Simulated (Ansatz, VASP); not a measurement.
**SiC in VASP and in Ansatz**

File INCAR:

```
PREC = Accurate
ENCUT = 520
EDIFF = 1E-6
ISMEAR = 0
SIGMA = 0.05
LREAL = False
LASPH = True
NELM = 80
ALGO = Normal
ISIF = 2
LWAVE = False
LCHARG = False
GGA = PS
NBANDS = 11
```

File KPOINTS:

```
Automatic mesh
0
Gamma
  12 12 12
```

File POSCAR:

```
SiC
1.0
    0.0000000000      2.1740000000      2.1740000000
    2.1740000000      0.0000000000      2.1740000000
    2.1740000000      2.1740000000      0.0000000000
Si C
1 1
Direct
    0.0000000000      0.0000000000      0.0000000000
    0.7500000000      0.7500000000      0.7500000000
```

Input for Ansatz:

```yaml
crystal:
  lattice:
    - [0.0, 2.174, 2.174]
    - [2.174, 0.0, 2.174]
    - [2.174, 2.174, 0.0]
  atoms:
    - { symbol: Si, position: [0.0, 0.0, 0.0] }
    - { symbol: C, position: [0.75, 0.75, 0.75] }
basis:
  ecutwfc: 420
kpoints:
  mp_grid: { grid: [12, 12, 12] }
hamiltonian:
  xc: pbesol
scf:
  occupations: { method: gaussian, width: 0.05 }
output:
  forces: true
  stress: true
  eigenvalues: true
```

Alike in both runs: task single point; functional PBEsol; k mesh 12 × 12 × 12; occupations gaussian, width 0.05 eV; no spin polarisation.

|  | VASP | Ansatz |
| --- | --- | --- |
| version | VASP 6.6.1 | Ansatz 0.2.0 |
| potentials or method | VASP PAW PBE potentials, release 64 (Si, C), cutoff 520 eV | scalar-relativistic, plane waves, PAW |
| valence electrons in the cell | 8 | 8 |

```tsv
	VASP	Ansatz	Ansatz less VASP
gap on the k mesh at the Fermi level (eV)	1.23	1.24	+0.010
least direct gap on the mesh (eV)	4.45	4.46	+0.009
pressure (GPa)	1.7	1.4	-0.36
```

VASP's potentials were made for PBE, not for PBEsol. With one functional, cell and mesh, what is left measures potentials, basis and numerics.
